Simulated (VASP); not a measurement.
# Pd (R-3m) in VASP: notebook, part 2 of 3

VASP 6.6.1. Earlier steps stand in the parts before.

**3. Electric field gradients, PBEsol (equal xy, yz and zx shear strains of -1 %)**

The input, INCAR:

```
  PREC = Accurate
  ENCUT = 520
  EDIFF = 1E-8
  ISMEAR = -1
  SIGMA = 0.05
  LREAL = F
  LASPH = T
  NELM = 60
  ALGO = Normal
  ISIF = 2
  LWAVE = F
  LCHARG = F
  GGA = PS
  LEFG = T
  NBANDS = 11
```

The input, KPOINTS:

```
regular mesh
0
Gamma
  18 18 18
```

The input, POSCAR:

```
Pd
1.0
   -0.0194490000      1.9351755000      1.9351755000
    1.9351755000     -0.0194490000      1.9351755000
    1.9351755000      1.9351755000     -0.0194490000
Pd
1
Direct
    0.0000000000      0.0000000000      0.0000000000
```

Potentials or basis: VASP PAW PBE potentials, release 64 (Pd).

Command:

```sh
> cat potpaw_PBE.64/Pd/POTCAR > POTCAR
> mpirun -np 1 vasp_std > vasp.out
```

OUTCAR:

```text
PREC = Accurate
   ENCUT = 520
   EDIFF = 1E-8
   ISMEAR = -1
   LREAL = F
   LASPH = T
   NELM = 60
   ISIF = 2
   GGA = PS

 ion  position               nearest neighbor table
   1  0.000  0.000  0.000-

  LATTYP: Found a trigonal (rhomboedric) cell.
 ALAT       =     2.7368205449
 COS(alpha) =     0.4899250057

  Lattice vectors:

[... 544 lines left out ...]
 -----------------------------------------------------------------------------------
    total drift:                                0.000000     -0.000000     -0.000000

  FREE ENERGIE OF THE ION-ELECTRON SYSTEM (eV)
  ---------------------------------------------------
  free  energy   TOTEN  =        -5.9706456437 eV

  energy  without entropy=       -5.9526970431  energy(sigma->0) =       -5.96167134

 Electric field gradients (V/A^2)
---------------------------------------------------------------------
 ion       V_xx      V_yy      V_zz      V_xy      V_xz      V_yz
---------------------------------------------------------------------
   1      -0.000     0.000     0.000     1.495     1.495     1.495
---------------------------------------------------------------------

 Electric field gradients after diagonalization (V/A^2)
 (convention: |V_zz| > |V_xx| > |V_yy|)
----------------------------------------------------------------------
 ion       V_xx      V_yy      V_zz     asymmetry (V_yy - V_xx)/ V_zz
----------------------------------------------------------------------
   1      -1.495    -1.495     2.990       0.000
----------------------------------------------------------------------

           NMR quadrupolar parameters

 Cq : quadrupolar parameter    Cq=e*Q*V_zz/h
 eta: asymmetry parameters     (V_yy - V_xx)/ V_zz
 Q  : nuclear electric quadrupole moment in mb (millibarn)
----------------------------------------------------------------------
 ion       Cq(MHz)       eta       Q (mb)
----------------------------------------------------------------------
   1       0.007       0.000       1.000
----------------------------------------------------------------------
```

OSZICAR:

```text
N       E                     dE             d eps       ncg     rms          rms(c)
DAV:   1     0.419297002490E+02    0.41930E+02   -0.51848E+03 12800   0.854E+02
DAV:   2    -0.577807383813E+01   -0.47708E+02   -0.46099E+02 14304   0.183E+02
DAV:   3    -0.635328239484E+01   -0.57521E+00   -0.57265E+00 15369   0.214E+01
DAV:   4    -0.635584271974E+01   -0.25603E-02   -0.25600E-02 15366   0.150E+00
DAV:   5    -0.635586961642E+01   -0.26897E-04   -0.26895E-04 16832   0.138E-01    0.840E+00
DAV:   6    -0.598630208146E+01    0.36957E+00   -0.15498E+00 15715   0.101E+01    0.373E+00
DAV:   7    -0.597529356204E+01    0.11009E-01   -0.34117E-02 16630   0.115E+00    0.196E+00
DAV:   8    -0.597068030772E+01    0.46133E-02   -0.17105E-03 15906   0.398E-01    0.108E-01
DAV:   9    -0.597064223676E+01    0.38071E-04   -0.20241E-04 17253   0.121E-01    0.204E-02
DAV:  10    -0.597064634868E+01   -0.41119E-05   -0.60399E-06 15894   0.234E-02    0.117E-02
DAV:  11    -0.597064557041E+01    0.77827E-06   -0.11949E-07 17216   0.353E-03    0.217E-03
DAV:  12    -0.597064563359E+01   -0.63181E-07   -0.76879E-09 12176   0.677E-04    0.385E-04
DAV:  13    -0.597064564438E+01   -0.10794E-07   -0.30530E-10 10853   0.170E-04    0.226E-05
DAV:  14    -0.597064564368E+01    0.70361E-09   -0.54067E-11 10523   0.567E-05
   1 F= -.59706456E+01 E0= -.59616713E+01  d E =-.179486E-01
```

Run time: 33 s. Hardware: 1 thread of Intel Xeon 6975P-C (Granite Rapids), shared host; peak memory 0.2 GiB.

Results:

```yaml
Free_energy: -5.9706 eV
Pressure: -2.5 GPa
Band_gap_on_the_k_mesh: zero (bands 5 and 6 overlap by 1.64 eV)
Largest_electric_field_gradient_by_atom: Pd +3.0 V/Å²
```

Electric field gradients, principal values (V/Å²):
| atom | least | middle | greatest (by size) |
| --- | --- | --- | --- |
| 1 Pd | -1.495 | -1.495 | 2.990 |

Caveat: the cell differs from its parent crystal (equal xy, yz and zx shear strains of -1 %); without QUAD_EFG the Cq values of the log hold for a quadrupole moment of 1 mb, not for the nuclei; the PAW data sets were made with another functional, which shifts forces and pressure a little.

**4. Electric field gradients, PBEsol (equal xy, yz and zx shear strains of +1 %)**

The input, INCAR:

```
SYSTEM = Pd
  PREC = Accurate
  ENCUT = 520
  EDIFF = 1E-8
  ISMEAR = -1
  SIGMA = 0.05
  LREAL = .FALSE.
  LASPH = .TRUE.
  NELM = 60
  ALGO = Normal
  ISIF = 2
  LWAVE = .FALSE.
  LCHARG = .FALSE.
  GGA = PS
  LEFG = .TRUE.
  NBANDS = 11
```

The input, KPOINTS:

```
Automatic mesh
0
G
  18 18 18
  0 0 0
```

The input, POSCAR:

```
Pd
1.0
    0.0194490000      1.9546245000      1.9546245000
    1.9546245000      0.0194490000      1.9546245000
    1.9546245000      1.9546245000      0.0194490000
Pd
1
Direct
    0.0000000000      0.0000000000      0.0000000000
```

Potentials or basis: VASP PAW PBE potentials, release 64 (Pd).

Command:

```sh
> cat potpaw_PBE.64/Pd/POTCAR > POTCAR
> mpirun -np 1 vasp_std > vasp.out
```

OUTCAR:

```text
SYSTEM = Pd
   PREC = Accurate
   ENCUT = 520
   EDIFF = 1E-8
   ISMEAR = -1
   LREAL = .FALSE.
   LASPH = .TRUE.
   NELM = 60
   ISIF = 2
   GGA = PS

 ion  position               nearest neighbor table
   1  0.000  0.000  0.000-

  LATTYP: Found a trigonal (rhomboedric) cell.
 ALAT       =     2.7643248969
 COS(alpha) =     0.5099250056

  Lattice vectors:

 A1 = (   0.0194490000,   1.9546245000,   1.9546245000)
 A2 = (   1.9546245000,   0.0194490000,   1.9546245000)
 A3 = (   1.9546245000,   1.9546245000,   0.0194490000)

Analysis of symmetry for initial positions (statically):
=====================================================================
 Subroutine PRICEL returns:
 Original cell was already a primitive cell.

 Routine SETGRP: Setting up the symmetry group for a
 trigonal (rhombohedral) supercell.

 Subroutine GETGRP returns: Found 12 space group operations
[... 519 lines left out ...]

 VOLUME and BASIS-vectors are now :
 -----------------------------------------------------------------------------
  energy-cutoff  :      520.00
  volume of cell :       14.71
      direct lattice vectors                 reciprocal lattice vectors
     0.019449000  1.954624500  1.954624500    -0.259653581  0.257095417  0.257095417
     1.954624500  0.019449000  1.954624500     0.257095417 -0.259653581  0.257095417
     1.954624500  1.954624500  0.019449000     0.257095417  0.257095417 -0.259653581

 POSITION                                       TOTAL-FORCE (eV/Angst)
 -----------------------------------------------------------------------------------
      0.00000      0.00000      0.00000        -0.000000      0.000000     -0.000000
 -----------------------------------------------------------------------------------
    total drift:                               -0.000000      0.000000     -0.000000

  FREE ENERGIE OF THE ION-ELECTRON SYSTEM (eV)
  ---------------------------------------------------
  free  energy   TOTEN  =        -5.9706461795 eV

  energy  without entropy=       -5.9527017602  energy(sigma->0) =       -5.96167397

 Electric field gradients (V/A^2)
---------------------------------------------------------------------
 ion       V_xx      V_yy      V_zz      V_xy      V_xz      V_yz
---------------------------------------------------------------------
   1      -0.000    -0.000     0.000    -1.707    -1.707    -1.707
---------------------------------------------------------------------

 Electric field gradients after diagonalization (V/A^2)
 (convention: |V_zz| > |V_xx| > |V_yy|)
----------------------------------------------------------------------
 ion       V_xx      V_yy      V_zz     asymmetry (V_yy - V_xx)/ V_zz
----------------------------------------------------------------------
   1       1.707     1.707    -3.414       0.000
----------------------------------------------------------------------

           NMR quadrupolar parameters

 Cq : quadrupolar parameter    Cq=e*Q*V_zz/h
 eta: asymmetry parameters     (V_yy - V_xx)/ V_zz
 Q  : nuclear electric quadrupole moment in mb (millibarn)
----------------------------------------------------------------------
 ion       Cq(MHz)       eta       Q (mb)
----------------------------------------------------------------------
   1      -0.008       0.000       1.000
----------------------------------------------------------------------
```

OSZICAR:

```text
N       E                     dE             d eps       ncg     rms          rms(c)
DAV:   1     0.420412176709E+02    0.42041E+02   -0.51330E+03 12808   0.852E+02
DAV:   2    -0.579867190947E+01   -0.47840E+02   -0.46200E+02 14324   0.183E+02
DAV:   3    -0.635339181709E+01   -0.55472E+00   -0.55220E+00 15240   0.212E+01
DAV:   4    -0.635585837812E+01   -0.24666E-02   -0.24662E-02 15392   0.149E+00
DAV:   5    -0.635588528343E+01   -0.26905E-04   -0.26904E-04 16844   0.140E-01    0.840E+00
DAV:   6    -0.598632891226E+01    0.36956E+00   -0.15505E+00 15721   0.101E+01    0.373E+00
DAV:   7    -0.597529038284E+01    0.11039E-01   -0.33817E-02 16656   0.115E+00    0.196E+00
DAV:   8    -0.597068093194E+01    0.46095E-02   -0.17069E-03 15949   0.398E-01    0.110E-01
DAV:   9    -0.597064280549E+01    0.38126E-04   -0.20139E-04 17163   0.121E-01    0.209E-02
DAV:  10    -0.597064692012E+01   -0.41146E-05   -0.63547E-06 15902   0.241E-02    0.122E-02
DAV:  11    -0.597064610245E+01    0.81767E-06   -0.14408E-07 17207   0.385E-03    0.224E-03
DAV:  12    -0.597064616988E+01   -0.67427E-07   -0.90576E-09 12304   0.730E-04    0.383E-04
DAV:  13    -0.597064617946E+01   -0.95807E-08   -0.35315E-10 10862   0.180E-04
   1 F= -.59706462E+01 E0= -.59616740E+01  d E =-.179444E-01
```

It took 33 s on 1 thread of Intel Xeon 6975P-C (Granite Rapids), shared host; peak memory 0.21 GiB.

Results:

```yaml
Free_energy: -5.9706 eV
Pressure: -2.5 GPa
Band_gap_on_the_k_mesh: zero (bands 5 and 6 overlap by 1.60 eV)
Largest_electric_field_gradient_by_atom: Pd -3.4 V/Å²
```

Electric field gradients, principal values (V/Å²):
```
atom  least  middle  greatest (by size)
1 Pd  1.707   1.707              -3.414
```

Caveat: the cell differs from its parent crystal (equal xy, yz and zx shear strains of +1 %); without QUAD_EFG the Cq values of the log hold for a quadrupole moment of 1 mb, not for the nuclei; the PAW data sets were made with another functional, which shifts forces and pressure a little.

[end of part 2 of 3]
